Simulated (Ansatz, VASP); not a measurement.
**Two plane-wave programs on Cu**

INCAR

```
SYSTEM = Cu
ALGO = Fast ; EDIFF = 1E-6
ENCUT = 520 ; GGA = PE
ISIF = 2 ; ISMEAR = 0
LASPH = .True. ; LCHARG = .False.
LREAL = .False. ; LWAVE = .False.
NBANDS = 12 ; NELM = 60
PREC = Accurate ; SIGMA = 0.15
```

File KPOINTS:

```
k-points
0
Gamma
  20 20 20
  0 0 0
```

Contents of POSCAR:

```
Cu
1.0
   -0.0846373860      1.8143062373      1.8143062373
    1.8143062373     -0.0846373860      1.8143062373
    1.7296688513      1.7296688513      0.0000000000
Cu
1
Direct
    0.0000000000      0.0000000000      0.0000000000
```

Input for Ansatz:

```yaml
crystal:
  lattice:
    - [-0.084637386, 1.8143062373, 1.8143062373]
    - [1.8143062373, -0.084637386, 1.8143062373]
    - [1.7296688513, 1.7296688513, 0.0]
  atoms:
    - { symbol: Cu, position: [0.0, 0.0, 0.0] }
basis:
  ecutwfc: 520.0
kpoints:
  mp_grid: { grid: [20, 20, 20] }
hamiltonian:
  xc: pbe
  pseudopotentials: { kind: paw, azcp: { folder: soft_1 } }
scf:
  occupations: { method: gaussian, width: 0.15 }
output:
  forces: true
  stress: true
  eigenvalues: true
  write_density: true
  write_potential: true
  elf: true
  volumetric_format: npy
```

Change from the starting cell: engineering shear strain xy -0.0933, strain +e along x and -e along y +0.0000.

Alike in both runs: task single point; functional PBE; k mesh 20 × 20 × 20; occupations gaussian, width 0.15 eV; no spin polarisation.

|  | VASP | Ansatz |
| --- | --- | --- |
| version | VASP 6.6.1 | Ansatz 0.2.0 |
| potentials or method | VASP PAW PBE potentials, release 64 (Cu), cutoff 520 eV | scalar-relativistic, plane waves, PAW |
| valence electrons in the cell | 11 | 19 |

|  | VASP | Ansatz | Ansatz less VASP |
| --- | --- | --- | --- |
| gap on the k mesh at the Fermi level (eV) | none | none | - |
| pressure (GPa) | 2.1 | 1.4 | -0.66 |
| traceless stress, the component that is largest in VASP (GPa) | 7.52 | 7.51 | -0.006 |

A gap of «none» marks a metal or a gap that the smearing closes. With one functional, cell and mesh, what is left measures potentials, basis and numerics. VASP's potentials hold 11 valence electrons a cell and Ansatz's 19, so a difference there can come from the potentials and not from the codes.
